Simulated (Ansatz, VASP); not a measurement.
**One calculation of Ta, two programs**

Contents of POSCAR:

```
Ta
1.0
   -1.6355957559      1.6355957559      1.6355957559
    1.6355957559     -1.6355957559      1.6355957559
    1.6355957559      1.6355957559     -1.6355957559
Ta
1
Direct
    0.0000000000      0.0000000000      0.0000000000
```

INCAR.step1

```
  ALGO = Normal
  EDIFF = 1E-4
  ENCUT = 520
  GGA = PE
  ISMEAR = 0
  LASPH = T
  LCHARG = F
  LREAL = F
  LWAVE = T
  NBANDS = 12
  NELM = 100
  PREC = Accurate
  SIGMA = 0.1
```

The input INCAR.step2:

```
  ALGO = Normal
  EDIFF = 1E-7
  ENCUT = 520
  ISIF = 2
  ISMEAR = 0
  ISTART = 1
  LASPH = T
  LCHARG = F
  LMIXTAU = T
  LREAL = F
  LWAVE = F
  METAGGA = R2SCAN
  NBANDS = 12
  NELM = 100
  PREC = Accurate
  SIGMA = 0.1
```

Contents of KPOINTS:

```
k-points
0
Gamma
  18 18 18
```

Input for Ansatz:

```yaml
crystal:
  lattice:
    - [-1.6355957562, 1.6355957562, 1.6355957562]
    - [1.6355957562, -1.6355957562, 1.6355957562]
    - [1.6355957562, 1.6355957562, -1.6355957562]
  atoms:
    - { symbol: Ta, position: [0.0, 0.0, 0.0] }
basis:
  ecutwfc: 500
kpoints:
  mp_grid: { grid: [18, 18, 18] }
hamiltonian:
  xc: r2scan
scf:
  occupations: { method: gaussian, width: 0.1 }
output:
  forces: true
  stress: true
  eigenvalues: true
  write_density: true
  write_potential: true
  elf: true
  volumetric_format: npy
```

Alike in both runs: task single point; functional r2SCAN; k mesh 18 × 18 × 18; occupations gaussian, width 0.1 eV; no spin polarisation.

```csv
,VASP,Ansatz
version,VASP 6.6.1,Ansatz 0.2.0
potentials or method,"VASP PAW PBE potentials, release 64 (Ta_pv), cutoff 520 eV","scalar-relativistic, plane waves, PAW"
valence electrons in the cell,11,13
```

|  | VASP | Ansatz | Ansatz less VASP |
| --- | --- | --- | --- |
| gap on the k mesh at the Fermi level (eV) | none | none | - |
| pressure (GPa) | 7.3 | 6.5 | -0.74 |

VASP's potentials were made for PBE, not for r2SCAN. A gap of «none» marks a metal or a gap that the smearing closes. VASP's potentials hold 11 valence electrons a cell and Ansatz's 13, so a difference there can come from the potentials and not from the codes.

Neither program's run includes spin-orbit coupling.
